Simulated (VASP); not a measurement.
Set up this calculation in VASP 6.6.1, as the native input.

- Task: single point
- Functional: PBEsol
- Dispersion: D4
- Potentials or basis: VASP PAW PBE potentials, release 64 (Si, C)
- Cutoff: 520 eV
- k mesh: 10 × 10 × 3
- Occupations: fermi-dirac, width 0.05 eV
- Spin: no spin polarisation
- Dipole correction: no
- Further INCAR settings: ALGO = Normal; EDIFF = 1e-06; NBANDS = 26

The structure of SiC lies in POSCAR:

```
SiC
1.0
    3.0550512851      0.0000000000      0.0000000000
   -1.5275256425      2.6457520228      0.0000000000
    0.0000000000      0.0000000000     10.0030562121
Si C
4 4
Direct
    0.0000000000      0.0000000000      0.1878943800
    0.0000000000      0.0000000000      0.6878943800
    0.3333333333      0.6666666667      0.4378419800
    0.6666666667      0.3333333333      0.9378419800
    0.0000000000      0.0000000000      0.0004600500
    0.0000000000      0.0000000000      0.5004600500
    0.3333333333      0.6666666667      0.2498025900
    0.6666666667      0.3333333333      0.7498025900
```

One way to write it, as run:

INCAR

```
SYSTEM = SiC
PREC = Accurate
ENCUT = 520
EDIFF = 1E-6
ISMEAR = -1
SIGMA = 0.05
LREAL = .False.
LASPH = .True.
NELM = 100
ALGO = Normal
ISIF = 2
LWAVE = .False.
LCHARG = .True.
GGA = PS
IVDW = 13
LELF = .True.
LVHAR = .True.
NBANDS = 26
```

KPOINTS

```
regular mesh
0
Gamma
  10 10 3
  0 0 0
```

Potentials or basis: VASP PAW PBE potentials, release 64 (Si, C).

Launch:

```console
$ cat potpaw_PBE.64/Si/POTCAR potpaw_PBE.64/C/POTCAR > POTCAR
$ mpirun -np 1 vasp_std > vasp.out
```

It gave:

- Pressure: 3.0 GPa
- Largest force: 0.011 eV/Å
- Band gap on the k mesh: 2.11 eV, indirect (least direct gap 3.24 eV)
- Dispersion energy per atom: -0.190 eV

Caveat: the PAW data sets were made with another functional, which shifts forces and pressure a little.

Run time: 120 s on 1 thread of Intel Xeon 8259CL, with other jobs on the host, peak memory 0.21 GiB.
